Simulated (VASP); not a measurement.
# BN (kk07) (F-43m) in VASP: a series of runs, part 2 of 2

VASP 6.6.1.

**4. Single point, LDA**

This run uses another cell than the first one, of 5.73 Å³/atom, 0.962 times its volume.

The input, INCAR:

```
PREC     = Accurate       # precision mode
ENCUT    = 910            # plane-wave cutoff, eV
EDIFF    = 1E-6           # SCF threshold, eV
ISMEAR   = 0              # smearing method
SIGMA    = 0.02           # smearing width, eV
LREAL    = False          # projectors in reciprocal space
LASPH    = True           # aspherical terms in the spheres
NELM     = 120            # most SCF steps
ALGO     = Normal         # electronic algorithm
ISIF     = 2              # what is computed and relaxed
LWAVE    = False          # write WAVECAR
LCHARG   = True           # write CHGCAR
GGA      = CA             # functional
LELF     = True           # ELF
LVHAR    = True         
NBANDS   = 11             # bands
GGA_COMPAT= False
```

The input, KPOINTS:

```
Automatic mesh
0
Gamma
  16 16 16
```

The input, POSCAR:

```
BN
1.0
    0.0000000000      1.7899236534      1.7899236534
    1.7899236534      0.0000000000      1.7899236534
    1.7899236534      1.7899236534      0.0000000000
B N
1 1
Direct
    0.0000000000      0.0000000000      0.0000000000
    0.2500000000      0.2500000000      0.2500000000
```

Potentials or basis: VASP PAW LDA potentials, release 64 (B_h, N_h).

Launch:

```
> cat potpaw_LDA.64/B_h/POTCAR potpaw_LDA.64/N_h/POTCAR > POTCAR
> mpirun -np 1 vasp_std > vasp.out
```

OUTCAR:

```text
PREC = Accurate
   ENCUT = 910
   EDIFF = 1E-6
   ISMEAR = 0
   LREAL = False
   LASPH = True
   NELM = 120
   ISIF = 2
   GGA = CA

 ion  position               nearest neighbor table
   1  0.000  0.000  0.000-
   2  0.250  0.250  0.250-

  LATTYP: Found a face centered cubic cell.
 ALAT       =     3.5798473068

  Lattice vectors:

 A1 = (   0.0000000000,   1.7899236534,   1.7899236534)
 A2 = (   1.7899236534,   0.0000000000,   1.7899236534)
 A3 = (   1.7899236534,   1.7899236534,   0.0000000000)

Analysis of symmetry for initial positions (statically):
=====================================================================
 Subroutine PRICEL returns:
 Original cell was already a primitive cell.

 Routine SETGRP: Setting up the symmetry group for a
 face centered cubic supercell.

 Subroutine GETGRP returns: Found 24 space group operations
 (whereof 24 operations were pure point group operations)
 out of a pool of 48 trial point group operations.

The static configuration has the point symmetry T_d .

Analysis of symmetry for dynamics (positions and initial velocities):
=====================================================================
 Subroutine PRICEL returns:
 Original cell was already a primitive cell.

 Routine SETGRP: Setting up the symmetry group for a
 face centered cubic supercell.

 Subroutine GETGRP returns: Found 24 space group operations
 (whereof 24 operations were pure point group operations)
 out of a pool of 48 trial point group operations.

The dynamic configuration has the point symmetry T_d .

 Subroutine INISYM returns: Found 24 space group operations
 (whereof 24 operations are pure point group operations),
 and found     1 'primitive' translations

----------------------------------------------------------------------------------------

                                     Primitive cell

[... 111 lines left out ...]
  volume/ion in A,a.u.               =       5.73        38.70
  Fermi-wavevector in a.u.,A,eV,Ry     =   1.451868  2.743632 28.679983  2.107919
  Thomas-Fermi vector in A             =   2.569315
   LORBIT       =      0    0 simple, 1 ext, 2 COOP (PROOUT), +10 PAW based schemes
   GGA     = CA    functional components
   LHFCALC =     F    Hartree Fock is set to
   AEXX    =    0.0000 exact exchange contribution
   IVDW    =     0    specifies the selected vdW correction
   LEPSILON=     F    determine dielectric tensor
   LRPA    =     F    only Hartree local field effects (RPA)
 non-spin polarized calculation
 Gauss-broadening in eV      SIGMA  =   0.02
  energy-cutoff  :      910.00
  volume of cell :       11.47
 maximum number of plane-waves:       728
 NGX is ok and might be reduce to    28
   NGX = 13   NGY = 13   NGZ = 13

 number of electron       8.0000000 magnetization

 Free energy of the ion-electron system (eV)
  ---------------------------------------------------
  ext. energy  EPLUGINS =         0.00000000
  ---------------------------------------------------
  free energy    TOTEN  =       -19.41942089 eV

  energy without entropy =      -19.41942089  energy(sigma->0) =      -19.41942089

 E-fermi :   9.3785     XC(G=0): -13.4112

 val. band max:        9.2645415439   @ k =   0.0000   0.0000   0.0000
 cond. band min:      13.6466082972   @ k =   0.5000   0.5000   0.0000
 fundamental gap:      4.3820667533
 Fermi energy:         9.3785373886

 k-point     1 :       0.0000    0.0000    0.0000
  band No.  band energies     occupation
      1     -11.1419      2.00000
      2       9.2645      2.00000
      3       9.2645      2.00000
      4       9.2645      2.00000
      5      18.0902      0.00000
      6      18.0902      0.00000
      7      18.0902      0.00000
      8      20.1830      0.00000
      9      34.3161      0.00000
     10      37.4010      0.00000
     11      37.4010      0.00000
[... 309 lines left out ...]
 k-point    24 :      -0.0625    0.0625    0.0000
  band No.  band energies     occupation
      1     -10.8819      2.00000
      2       8.1293      2.00000
      3       8.6026      2.00000
      4       9.1662      2.00000
      5      18.3060      0.00000
      6      18.3679      0.00000
      7      18.8275      0.00000
      8      20.9093      0.00000
      9      33.4535      0.00000
     10      33.7686      0.00000
     11      35.9681      0.00000

 [... further k-points ...]
[... 5 lines left out ...]
  --------------------------------------------------------------------------------------
  -------------------------------------------------------------------------------------
  Total        0.0529414      0.0529414      0.0529414     -0.0000000     -0.0000000      0.0000000
  in kB        7.3955782      7.3955782      7.3955782     -0.0000000     -0.0000000      0.0000000
  external PRESSURE =       7.3955782 kB  Pullay stress =       0.0000000 kB

 VOLUME and BASIS-vectors are now :
 -----------------------------------------------------------------------------
  energy-cutoff  :      910.00
  volume of cell :       11.47
      direct lattice vectors                 reciprocal lattice vectors
     0.000000000  1.789923653  1.789923653    -0.279341523  0.279341523  0.279341523
     1.789923653  0.000000000  1.789923653     0.279341523 -0.279341523  0.279341523
     1.789923653  1.789923653  0.000000000     0.279341523  0.279341523 -0.279341523

 POSITION                                       TOTAL-FORCE (eV/Angst)
 -----------------------------------------------------------------------------------
      0.00000      0.00000      0.00000        -0.000000     -0.000000     -0.000000
      0.89496      0.89496      0.89496         0.000000      0.000000      0.000000
 -----------------------------------------------------------------------------------
    total drift:                               -0.000000     -0.000000     -0.000000

  FREE ENERGIE OF THE ION-ELECTRON SYSTEM (eV)
  ---------------------------------------------------
  free  energy   TOTEN  =       -19.4194208946 eV

  energy  without entropy=      -19.4194208946  energy(sigma->0) =      -19.41942089
```

It took 54 s on 1 thread of AMD EPYC 7R13 (Zen 3), shared host; peak memory 0.13 GiB.

Results:

| Quantity | Value |
| --- | --- |
| Free energy | -19.4194 eV |
| Pressure | 0.7 GPa |
| Band gap on the k mesh | 4.38 eV, indirect (least direct gap 8.83 eV) |

Levels at points of the mesh, in eV from the valence-band top:
```csv
k point,band 2,band 3,band 4,band 5,band 6,band 7
"(0.00, 0.00, 0.00)",0.00,0.00,0.00,8.83,8.83,8.83
"(0.50, 0.00, 0.00)",-10.99,-2.00,-2.00,10.60,10.73,10.73
"(0.50, 0.50, 0.00)",-9.08,-5.07,-5.07,4.38,9.32,18.15
```

Caveat: the cutoff is under 1.25 times the usual one of these potentials, so pressure, stress and relaxed cells hold a basis-set (Pulay) error. A k mesh can miss the band edges.

**5. Summary**

| task | potentials or basis | cell | k mesh | cutoff (eV) | smearing | second run | gap on the mesh (eV) | pressure (GPa) | relaxed volume (Å³/atom) |
| --- | --- | --- | --- | --- | --- | --- | --- | --- | --- |
| relaxation of cell and atoms | VASP PAW LDA potentials, release 64 (B, N) | relaxed from a = 2.564 Å, angles 60.0°, 2 atoms | 10 × 10 × 10 | 600 | gaussian 0.1 eV | - | 4.38 | -0.1 | 5.75 |
| relaxation of cell and atoms | VASP PAW LDA potentials, release 64 (B, N) | relaxed from a = 2.531 Å, angles 60.0°, 2 atoms | 16 × 16 × 16 | 600 | gaussian 0.02 eV | - | 4.38 | 0.0 | 5.75 |
| single point | VASP PAW LDA potentials, release 64 (B_h, N_h) | a = 2.531 Å, angles 60.0°, 2 atoms | 16 × 16 × 16 | 910 | gaussian 0.02 eV | hard_potentials | 4.38 | 0.7 | - |

Alike in all rows: level LDA; no spin polarisation.

Caveats: the cutoff is under 1.25 times the usual one of these potentials, so pressure, stress and relaxed cells hold a basis-set (Pulay) error (some runs).

Total energies depend on the potentials used, so only differences within one code and one set of settings carry meaning.
